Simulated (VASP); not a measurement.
Si:

```
Si
1.0
     3.83212   -0.01035    0.00000
    -1.92502    3.32388    0.00000
     0.00000    0.00000    6.34124
Si
4
Cartesian
  -0.0043 2.2125 0.3999
  1.9114 1.1011 3.5705
  -0.0043 2.2125 2.7707
  1.9114 1.1011 5.9413
```

This cell differs from its parent crystal: shear xy strain -0.5%.

Base run:

```yaml
Program: VASP 6.6.1
Functional: PBE
Potentials_or_basis: VASP PAW PBE potentials, release 64 (Si)
Cutoff: 520 eV
k_mesh: 12 × 12 × 4
Occupations: fermi-dirac, width 0.02 eV
Spin: no spin polarisation
```

Its results: band gap on the k mesh 0.37 eV (least direct gap 1.02 eV); pressure 1.2 GPa.

Task: The run is repeated on the same cell with these changes: functional from PBE to r2SCAN; occupations from fermi-dirac, width 0.02 eV to gaussian, width 0.01 eV. What comes out?

Result: Band gap on the k mesh 0.56 eV (least direct gap 1.35 eV); pressure -0.2 GPa.

Caveats: semilocal functionals underestimate gaps, and a narrow one can read as zero; the PAW data sets were made with another functional, which shifts forces and pressure a little (at least some runs).

A k mesh can miss the band edges.
